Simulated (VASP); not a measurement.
A run of VASP 6.6.1 is set up as follows.

Contents of INCAR:

```
  PREC = Accurate
  ENCUT = 520
  EDIFF = 1E-7
  ISMEAR = 0
  SIGMA = 0.05
  LREAL = False
  LASPH = True
  NELM = 100
  ALGO = Normal
  ISIF = 2
  LWAVE = False
  LCHARG = False
  GGA = PE
  NBANDS = 11
```

File KPOINTS:

```
Automatic mesh
0
Gamma
  12 12 12
```

The input POSCAR:

```
SiC
1.0
    0.0000000000      2.2066100000      2.2392200000
    2.2066100000      0.0000000000      2.2392200000
    2.2066100000      2.2066100000      0.0000000000
Si C
1 1
Direct
    0.0000000000      0.0000000000      0.0000000000
    0.7500000000      0.7500000000      0.7500000000
```

Potentials or basis: VASP PAW PBE potentials, release 64 (Si, C).

The run is started by

```sh
$ cat potpaw_PBE.64/Si/POTCAR potpaw_PBE.64/C/POTCAR > POTCAR
$ mpirun -np 1 vasp_std > vasp.out
```

Problem. Estimate the pressure.

Solution. -7.5 GPa.

Problem. What does it give for the band gap on the k mesh?

Solution. 1.33 eV, indirect (least direct gap 4.47 eV).

Stress tensor (GPa, compression positive):
```
 -6.18   0.00   0.00
  0.00  -6.18   0.00
  0.00   0.00 -10.01
```

Caveat: the cell differs from its parent crystal (strain +0.015 along x and y, +0.030 along z). A k mesh can miss the band edges.
